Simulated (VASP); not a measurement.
# AgSn2SeI3 (R-3m) in VASP: a series of runs, part 2 of 2

VASP 6.6.1. Earlier steps stand in the parts before.

## (3) Single point, PBE

This run uses another cell than the first one, of 42.67 Å³/atom, 1.197 times its volume.

INCAR

```
SYSTEM = AgSn2SeI3
PREC = Accurate
ENCUT = 520
EDIFF = 1E-6
ISMEAR = 0
SIGMA = 0.15
LREAL = .False.
LASPH = .True.
NELM = 80
ALGO = Normal
ISIF = 2
LWAVE = .False.
LCHARG = .False.
GGA = PE
NBANDS = 42
```

KPOINTS

```
Automatic mesh
0
Gamma
  2 2 2
  0 0 0
```

POSCAR

```
AgSn2SeI3
1.0
    4.6267971361      2.6712825720      4.0282309365
   -4.6267971361      2.6712825720      4.0282309365
    0.0000000000     -5.3425651440      4.0282309365
Ag Sn Se I
1 2 1 3
Direct
    0.5000000000      0.5000000000      0.5000000000
    0.7880767755      0.7880767755      0.7880767755
    0.2119232245      0.2119232245      0.2119232245
    0.0000000000      0.0000000000      0.0000000000
    0.5000000000      0.5000000000      0.0000000000
    0.0000000000      0.5000000000      0.5000000000
    0.5000000000      0.0000000000      0.5000000000
```

Potentials or basis: VASP PAW PBE potentials, release 64 (Ag, Sn_d, Se, I).

The run is started by

```sh
$ cat potpaw_PBE.64/Ag/POTCAR potpaw_PBE.64/Sn_d/POTCAR potpaw_PBE.64/Se/POTCAR potpaw_PBE.64/I/POTCAR > POTCAR
$ mpirun -np 1 vasp_std > vasp.out
```

Wall time 32 s (1 thread of Intel Xeon 6975P-C (Granite Rapids), shared host); peak memory 0.37 GiB.

The run converged. Its results:

* Free energy: -19.4711 eV
* Pressure: 0.0 GPa
* Largest force: 0.048 eV/Å
* Band gap on the k mesh: zero (band 33 reaches 3.32 eV, above the bottom of band 34 at 2.84 eV)

Forces on the atoms (eV/Å):
```
Ag   0.000  0.000  0.000
Sn   0.000  0.000 -0.048
Sn   0.000  0.000  0.048
Se   0.000  0.000  0.000
I    0.000  0.000  0.000
I    0.000  0.000  0.000
I    0.000  0.000  0.000
```

Stress tensor (GPa, compression positive):
```
 0.05  0.00  0.00
 0.00  0.05  0.00
 0.00  0.00 -0.09
```

Levels at points of the mesh, in eV from the Fermi level:
| k point | band 31 | band 32 | band 33 | band 34 | band 35 | band 36 |
| --- | --- | --- | --- | --- | --- | --- |
| (0.00, 0.00, 0.00) | -1.45 | -1.45 | -0.87 | 0.00 | 0.00 | 0.82 |
| (0.50, 0.00, 0.00) | -1.96 | -1.82 | -1.22 | 0.84 | 1.27 | 1.59 |
| (0.50, 0.50, 0.00) | -1.81 | -1.57 | -1.24 | 1.27 | 1.42 | 1.89 |
| (0.50, 0.50, 0.50) | -1.34 | -1.34 | 0.48 | 0.48 | 0.67 | 0.75 |

Caveat: the k points lie up to 0.47 Å⁻¹ apart; spin-orbit coupling is left out, which moves the levels of the heavy elements.

## (4) Relaxation of cell and atoms, PBE

This run uses another cell than the first one, of 31.85 Å³/atom, 0.894 times its volume.

INCAR

```
ALGO = Normal
EDIFF = 1E-6
EDIFFG = -0.08
ENCUT = 600
GGA = PE
IBRION = 2
ISIF = 3
ISMEAR = 0
LASPH = True
LCHARG = False
LREAL = False
LWAVE = False
NELM = 60
NSW = 36
PREC = Accurate
SIGMA = 0.15
```

KPOINTS

```
k-points
0
Gamma
  2 2 2
```

POSCAR

```
AgSn2SeI3
1.0
    3.4079842600      1.9676006300      5.5414898400
   -3.4079842600      1.9676006300      5.5414898400
    0.0000000000     -3.9352012600      5.5414898400
Ag Sn Se I
1 2 1 3
Direct
    0.5000000000      0.5000000000      0.5000000000
    0.7817260000      0.7817260000      0.7817260000
    0.2182740000      0.2182740000      0.2182740000
    0.0000000000      0.0000000000      0.0000000000
    0.5000000000      0.5000000000      0.0000000000
    0.0000000000      0.5000000000      0.5000000000
    0.5000000000      0.0000000000      0.5000000000
```

The run is started by

```sh
$ cat potpaw_PBE.64/Ag/POTCAR potpaw_PBE.64/Sn_d/POTCAR potpaw_PBE.64/Se/POTCAR potpaw_PBE.64/I/POTCAR > POTCAR
$ mpirun -np 1 vasp_std > vasp.out
```

It took 22 min on 1 thread of Intel Xeon Platinum 8488C (Sapphire Rapids), shared host; peak memory 0.47 GiB.

Results (log left out):

| Item | Value |
| --- | --- |
| Free energy | -19.4345 eV |
| Relaxed volume | 43.12 Å³/atom |
| Relaxed cell | a = 6.712 Å, b = 6.712 Å, c = 6.712 Å, α = 88.03°, β = 88.03°, γ = 88.03° |
| Space group after relaxing (to 0.05 Å) | R-3m (No. 166) |
| Energy gained by relaxing | 820.2 meV/atom |
| Ionic steps | 27 |
| Pressure after relaxing | -0.2 GPa |
| Largest force after relaxing | 0.031 eV/Å |
| Band gap on the k mesh | zero (band 33 reaches 3.23 eV, above the bottom of band 34 at 2.78 eV) |

Forces in eV/Å, atoms in the order of the input:
```
Ag   0.000  0.000  0.000
Sn   0.000  0.000 -0.031
Sn   0.000  0.000  0.031
Se   0.000  0.000  0.000
I    0.000  0.000  0.000
I    0.000  0.000  0.000
I    0.000  0.000  0.000
```

Step by step:
```csv
step,energy change (eV),largest force (eV/Å),pressure (GPa),volume (Å³)
1,0.0000,3.7689,8.70,222.95
2,-1.6974,0.3604,-1.59,283.42
3,-1.7143,0.5903,-0.99,275.74
4,-2.3142,0.7688,-0.76,273.58
5,-4.7886,0.9673,0.25,261.21
6,37.4304,84.4740,76.89,206.66
7,-4.4445,2.0053,1.23,260.19
8,-3.8523,4.0140,9.95,238.44
9,-5.0150,1.6253,2.70,253.99
10,-4.8270,1.1859,6.75,243.53
11,-5.1618,0.7789,4.12,249.47
12,-5.1435,0.4038,4.66,248.06
13,-5.2738,0.9560,4.18,256.47
14,-5.2740,0.9341,4.19,256.35
15,-5.5082,0.6391,2.50,266.98
16,-5.6728,0.2396,0.36,285.07
17,-5.6772,0.1783,0.04,288.44
18,-5.6773,0.1666,-0.02,289.10
19,-5.6817,0.1773,-0.03,289.60
20,-5.6934,0.2116,-0.03,291.09
21,-5.7102,0.2867,-0.05,294.00
22,-5.7195,0.4646,-0.07,299.62
23,-5.7254,0.3871,-0.13,300.27
24,-5.7362,0.1699,-0.26,302.24
25,-5.7302,0.2111,-0.50,306.12
26,-5.7380,0.0405,-0.34,303.54
27,-5.7415,0.0314,-0.20,301.81
```

Final structure:
```
Ag Sn Se I
1.0
     4.66357    2.69251    4.00599
    -4.66357    2.69251    4.00599
     0.00000   -5.38503    4.00599
Ag Sn Se I
1 2 1 3
Direct
  0.50000 0.50000 0.50000
  0.78659 0.78659 0.78659
  0.21341 0.21341 0.21341
  0.00000 0.00000 0.00000
  0.50000 0.50000 0.00000
  0.00000 0.50000 0.50000
  0.50000 0.00000 0.50000
```

Levels at points of the mesh, in eV from the Fermi level:
```tsv
k point	band 29	band 30	band 31	band 32	band 33	band 34	band 35	band 36	band 37	band 38
(0.00, 0.00, 0.00)	-2.52	-2.44	-1.47	-1.47	-0.94	0.00	0.00	0.76	1.77	3.88
(0.50, 0.00, 0.00)	-2.49	-2.13	-1.97	-1.84	-1.24	0.78	1.24	1.55	2.11	2.33
(0.50, 0.50, 0.00)	-2.13	-2.06	-1.85	-1.60	-1.28	1.24	1.40	1.82	2.62	2.68
(0.50, 0.50, 0.50)	-1.85	-1.85	-1.37	-1.37	0.44	0.44	0.61	0.69	2.78	3.24
```

Caveat: the k points lie up to 0.47 Å⁻¹ apart in the final cell; the volume moved by over 15 % at a fixed basis, so the end points are rough; spin-orbit coupling is left out, which moves the levels of the heavy elements; the relaxation stopped at a loose force limit of 0.08 eV/Å, so its end isn't a converged minimum.

## (5) Relaxation of cell and atoms, PBE

This run uses another cell than the first one, of 31.85 Å³/atom, 0.894 times its volume.

INCAR

```
SYSTEM = AgSn2SeI3
  PREC = Accurate
  ENCUT = 600
  EDIFF = 1E-7
  ISMEAR = 0
  SIGMA = 0.15
  LREAL = .FALSE.
  LASPH = .TRUE.
  NELM = 80
  ALGO = Normal
  ISIF = 3
  LWAVE = .FALSE.
  LCHARG = .FALSE.
  GGA = PE
  IBRION = 2
  NSW = 36
  EDIFFG = -0.08
```

KPOINTS

```
Automatic mesh
0
G
  2 2 2
  0 0 0
```

Changes to POSCAR since step 4:

```diff
@@ -8,6 +8,6 @@
 Direct
-    0.5000000000      0.5000000000      0.5000000000
+    0.0000000000      0.0000000000      0.0000000000
     0.7817260000      0.7817260000      0.7817260000
     0.2182740000      0.2182740000      0.2182740000
-    0.0000000000      0.0000000000      0.0000000000
+    0.5000000000      0.5000000000      0.5000000000
     0.5000000000      0.5000000000      0.0000000000
```

The run is started by

```sh
$ cat potpaw_PBE.64/Ag/POTCAR potpaw_PBE.64/Sn_d/POTCAR potpaw_PBE.64/Se/POTCAR potpaw_PBE.64/I/POTCAR > POTCAR
$ mpirun -np 1 vasp_std > vasp.out
```

Wall time 11 min (1 thread of Intel Xeon 6975P-C (Granite Rapids), shared host); peak memory 0.46 GiB.

Results (log left out):

| Quantity | Value |
| --- | --- |
| Free energy | -16.7321 eV |
| Relaxed volume | 38.36 Å³/atom |
| Relaxed cell | a = 6.575 Å, b = 6.575 Å, c = 6.575 Å, α = 78.27°, β = 78.27°, γ = 78.27° |
| Space group after relaxing (to 0.05 Å) | R-3m (No. 166) |
| Energy gained by relaxing | 478.3 meV/atom |
| Ionic steps | 15 |
| Pressure after relaxing | -0.2 GPa |
| Largest force after relaxing | 0.041 eV/Å |
| Band gap on the k mesh | zero (band 33 reaches 4.06 eV, above the bottom of band 34 at 2.45 eV) |

Forces in eV/Å, atoms in the order of the input:
```
Ag   0.000  0.000  0.000
Sn   0.000  0.000 -0.041
Sn   0.000  0.000  0.041
Se   0.000  0.000  0.000
I    0.000  0.000  0.000
I    0.000  0.000  0.000
I    0.000  0.000  0.000
```

Stress tensor (GPa, compression positive):
```
-0.30  0.00  0.00
 0.00 -0.30  0.00
 0.00  0.00  0.01
```

The path:
```
step  energy change (eV)  largest force (eV/Å)  pressure (GPa)  volume (Å³)
   1              0.0000                3.2477            9.46       222.95
   2             -1.5234                0.3067           -1.47       289.23
   3             -1.5969                0.1535           -0.22       273.73
   4             -1.5970                0.1161           -0.33       274.82
   5             -1.7576                0.2139           -0.40       274.23
   6             -2.3924                0.6851           -0.52       270.87
   7             -3.2404                0.7085            1.52       256.52
   8             -3.2537                0.9023            1.04       258.65
   9             -3.2528                0.8082            1.29       257.50
  10             -3.2821                0.2223            0.59       268.24
  11             -3.3006                0.1902            0.77       264.06
  12             -3.3347                0.2055            0.04       269.80
  13             -3.3359                0.2045           -0.12       271.20
  14             -3.3404                0.1445           -0.14       270.53
  15             -3.3479                0.0409           -0.20       268.53
```

Final structure:
```cif
data_structure
_symmetry_space_group_name_H-M 'P 1'
_symmetry_Int_Tables_number 1
_cell_length_a 6.5745
_cell_length_b 6.5745
_cell_length_c 6.5745
_cell_angle_alpha 78.274
_cell_angle_beta 78.274
_cell_angle_gamma 78.274
_cell_volume 268.53
loop_
_atom_site_label
_atom_site_type_symbol
_atom_site_fract_x
_atom_site_fract_y
_atom_site_fract_z
_atom_site_occupancy
Ag1 Ag 0.00000 0.00000 0.00000 1
Sn1 Sn 0.80166 0.80166 0.80166 1
Sn2 Sn 0.19834 0.19834 0.19834 1
Se1 Se 0.50000 0.50000 0.50000 1
I1 I 0.50000 0.50000 0.00000 1
I2 I 0.00000 0.50000 0.50000 1
I3 I 0.50000 0.00000 0.50000 1
```

Levels at points of the mesh, in eV from the Fermi level:
| k point | band 30 | band 31 | band 32 | band 33 | band 34 | band 35 | band 36 | band 37 |
| --- | --- | --- | --- | --- | --- | --- | --- | --- |
| (0.00, 0.00, 0.00) | -2.45 | -1.69 | -0.20 | -0.20 | 0.20 | 0.20 | 0.42 | 2.24 |
| (0.50, 0.00, 0.00) | -2.55 | -1.68 | -0.35 | 0.13 | 0.19 | 0.48 | 0.50 | 1.13 |
| (0.50, 0.50, 0.00) | -2.45 | -2.01 | -1.89 | -0.17 | 0.02 | 0.11 | 0.36 | 1.81 |
| (0.50, 0.50, 0.50) | -2.32 | -2.25 | -2.06 | -2.06 | -1.48 | 0.86 | 0.86 | 1.76 |

Caveat: the k points lie up to 0.50 Å⁻¹ apart in the final cell; the volume moved by over 15 % at a fixed basis, so the end points are rough; spin-orbit coupling is left out, which moves the levels of the heavy elements; the relaxation stopped at a loose force limit of 0.08 eV/Å, so its end isn't a converged minimum.

## (6) Overview

| task | cell | cutoff (eV) | gap on the mesh (eV) | pressure (GPa) | largest force (eV/Å) |
| --- | --- | --- | --- | --- | --- |
| single point | a = 6.484 Å, angles 75.2°, 7 atoms | 520 | none | 0.4 | 0.01 |
| single point | a = 6.691 Å, angles 87.5°, 7 atoms | 520 | none | 0.0 | 0.05 |
| relaxation of cell and atoms | relaxed from a = 6.797 Å, angles 60.2°, 7 atoms | 600 | none | -0.2 | 0.04 |

Alike in all rows: level PBE; potentials or basis VASP PAW PBE potentials, release 64 (Ag, Sn_d, Se, I); no spin polarisation; k mesh 2 × 2 × 2; smearing gaussian 0.15 eV.

Caveats: all runs use coarse meshes; spin-orbit coupling is left out, which moves the levels of the heavy elements; the volume moved by over 15 % at a fixed basis, so the end points are rough (some runs); the relaxation stopped at a loose force limit of 0.08 eV/Å, so its end isn't a converged minimum (some runs).

Total energies depend on the potentials used, so only differences within one code and one set of settings carry meaning.
